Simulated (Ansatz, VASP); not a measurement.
# WSe2: VASP beside Ansatz

```xyz
12
Lattice="3.2492 0.0000 0.0000 -1.6246 2.8139 0.0000 0.0000 0.0000 34.6405" Properties=species:S:1:pos:R:3 pbc="T T T"
W     1.6246    0.9380   31.4371
W     1.6246    0.9380    9.6096
W     0.0000    1.8760   25.0309
W     0.0000    1.8760    3.2034
Se    0.0000    1.8760   33.1041
Se    0.0000    1.8760   11.2734
Se    1.6246    0.9380   26.6983
Se    1.6246    0.9380    4.8703
Se    0.0000    1.8760   29.7702
Se    0.0000    1.8760    7.9422
Se    1.6246    0.9380   23.3671
Se    1.6246    0.9380    1.5364
```

Alike in both runs: functional LDA; k mesh 9 × 9 × 1; occupations gaussian, width 0.02 eV; no spin polarisation.

Ansatz relaxed the structure, and its values are those at the end. VASP's run is a single point on that final structure, the one shown.

|  | VASP | Ansatz |
| --- | --- | --- |
| version | VASP 6.6.1 | Ansatz 0.2.0 |
| potentials or method | VASP PAW LDA potentials, release 64 (W_sv, Se), cutoff 500 eV | scalar-relativistic, plane waves, PAW |
| valence electrons in the cell | 104 | 184 |

VASP gave:

| Item | Value |
| --- | --- |
| gap on the k mesh at the Fermi level (eV) | 1.11 |
| least direct gap on the mesh (eV) | 1.65 |
| rms of the force components (eV/Å) | 0.049 |

Task: Which values does Ansatz return?

Result: gap on the k mesh at the Fermi level (eV): 1.12; least direct gap on the mesh (eV): 1.64; rms of the force components (eV/Å): 0.000.

Ansatz warns that its potentials were made for another functional, while VASP's fit it. LDA's correlation is that of Perdew and Zunger in VASP and of Perdew and Wang (1992) in Ansatz. VASP's potentials hold 104 valence electrons a cell and Ansatz's 184, so a difference there can come from the potentials and not from the codes.

Neither program's run includes spin-orbit coupling.
